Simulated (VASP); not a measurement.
A run of VASP 6.6.1 is set up as follows.

Contents of POSCAR:

```
TaW
1.0
    1.6053424904     -2.3084795801      0.0000000000
    1.6053424904      2.3084795801      0.0000000000
    0.0000000000      0.0000000000      4.5324767992
Ta W
1 1
Direct
    0.0000000000      0.0000000000      0.0000000000
    0.5000000000      0.5000000000      0.5000000000
```

The input INCAR.step1:

```
ALGO = Normal ; EDIFF = 1E-4
ENCUT = 520 ; GGA = PE
ISMEAR = 0 ; LASPH = True
LCHARG = False ; LREAL = False
LWAVE = True ; NBANDS = 20
NELM = 60 ; PREC = Accurate
SIGMA = 0.05
```

INCAR.step2

```
ALGO = Normal ; EDIFF = 1E-6
ENCUT = 520 ; ISIF = 2
ISMEAR = 0 ; ISTART = 1
LASPH = True ; LCHARG = True
LELF = True ; LMIXTAU = True
LREAL = False ; LVHAR = True
LWAVE = False ; METAGGA = R2SCAN
NBANDS = 20 ; NELM = 60
PREC = Accurate ; SIGMA = 0.05
```

KPOINTS

```
k-points
0
Gamma
  8 8 5
```

Potentials or basis: VASP PAW PBE potentials, release 64 (Ta_pv, W_sv).

Command:

```sh
$ cat potpaw_PBE.64/Ta_pv/POTCAR potpaw_PBE.64/W_sv/POTCAR > POTCAR
$ cp INCAR.step1 INCAR
$ mpirun -np 1 vasp_std > vasp.out
$ cp INCAR.step2 INCAR
$ mpirun -np 1 vasp_std > vasp.out
```

(1) What does it give for the pressure?

Results:

(1) 0.9 GPa.

Caveat: the PAW data sets were made with another functional, which shifts forces and pressure a little.
